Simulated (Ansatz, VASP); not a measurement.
# KCl in VASP and in Ansatz

INCAR

```
ALGO     = Normal         # electronic algorithm
EDIFF    = 1E-8           # SCF threshold, eV
ENCUT    = 520            # plane-wave cutoff, eV
ISIF     = 2              # what is computed and relaxed
ISMEAR   = -1             # smearing method
LASPH    = True           # aspherical terms in the spheres
LCHARG   = False          # write CHGCAR
LEFG     = True         
LREAL    = False          # projectors in reciprocal space
LWAVE    = False          # write WAVECAR
NBANDS   = 15             # bands
NELM     = 80             # most SCF steps
PREC     = Accurate       # precision mode
SIGMA    = 0.03           # smearing width, eV
```

File KPOINTS:

```
k-points
0
Gamma
  7 7 7
```

Contents of POSCAR:

```
KCl
1.0
    0.0000000000      3.1561000000      3.0929780000
    3.1561000000      0.0000000000      3.0929780000
    3.1561000000      3.1561000000      0.0000000000
K Cl
1 1
Direct
    0.0000000000      0.0000000000      0.0000000000
    0.5000000000      0.5000000000      0.5000000000
```

Input for Ansatz:

```yaml
crystal:
  lattice:
    - [0.0, 3.1561, 3.092978]
    - [3.1561, 0.0, 3.092978]
    - [3.1561, 3.1561, 0.0]
  atoms:
    - { symbol: K, position: [0.0, 0.0, 0.0] }
    - { symbol: Cl, position: [0.5, 0.5, 0.5] }
kpoints:
  mp_grid: { grid: [7, 7, 7] }
scf:
  occupations: { method: fermi_dirac, width: 0.03 }
hamiltonian:
  xc: lda
  pseudopotentials: { kind: all_electron, datasets: crystal }
output:
  forces: true
  stress: true
  eigenvalues: true
  efg: { contact_densities: true }
```

Change from the starting cell: zz strain of -2 %, crystal datasets.

Alike in both runs: task electric field gradients; functional LDA; k mesh 7 × 7 × 7; occupations fermi-dirac, width 0.03 eV; no spin polarisation.

|  | VASP | Ansatz |
| --- | --- | --- |
| version | VASP 6.6.1 | Ansatz 0.2.0 |
| potentials or method | VASP PAW LDA potentials, release 64 (K_sv, Cl), cutoff 520 eV | all-electron PAW with datasets made for the crystal, scalar-relativistic |

```csv
,VASP,Ansatz,Ansatz less VASP
gap on the k mesh at the Fermi level (eV),4.77,4.77,-0.003
pressure (GPa),-1.7,-1.8,-0.04
"traceless stress, the component that is largest in VASP (GPa)",0.44,0.43,-0.013
size of Vzz on the site where it differs most (V/Å²),4.0,3.9,-0.12
```

LDA's correlation is that of Perdew and Zunger in VASP and of Perdew and Wang (1992) in Ansatz. Ansatz ran all-electron here, and VASP with PAW potentials.
